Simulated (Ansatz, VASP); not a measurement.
**Ir: VASP beside Ansatz**

```
Ir
1.0
     4.23844    0.00000    0.00000
    -2.11922    3.67060    0.00000
     0.00000    0.00000    4.85892
Ir
4
Direct
  0.00000 0.00000 0.25000
  0.00000 0.00000 0.75000
  0.33333 0.66667 0.75000
  0.66667 0.33333 0.25000
```

Alike in both runs: functional r2SCAN; k mesh 12 × 12 × 10; occupations gaussian, width 0.1 eV; no spin polarisation.

Ansatz relaxed the structure, and its values are those at the end. VASP's run is a single point on that final structure, the one shown.

|  | VASP | Ansatz |
| --- | --- | --- |
| version | VASP 6.6.1 | Ansatz 0.2.0 |
| potentials or method | VASP PAW PBE potentials, release 64 (Ir), cutoff 520 eV | scalar-relativistic, plane waves, PAW |
| valence electrons in the cell | 36 | 68 |

|  | VASP | Ansatz | Ansatz less VASP |
| --- | --- | --- | --- |
| gap on the k mesh at the Fermi level (eV) | none | none | - |
| pressure (GPa) | 1.1 | 0.0 | -1.05 |

VASP's potentials were made for PBE, not for r2SCAN. A gap of «none» marks a metal or a gap that the smearing closes. With one functional, cell and mesh, what is left measures potentials, basis and numerics. VASP's potentials hold 36 valence electrons a cell and Ansatz's 68, so a difference there can come from the potentials and not from the codes.

Neither program's run includes spin-orbit coupling.
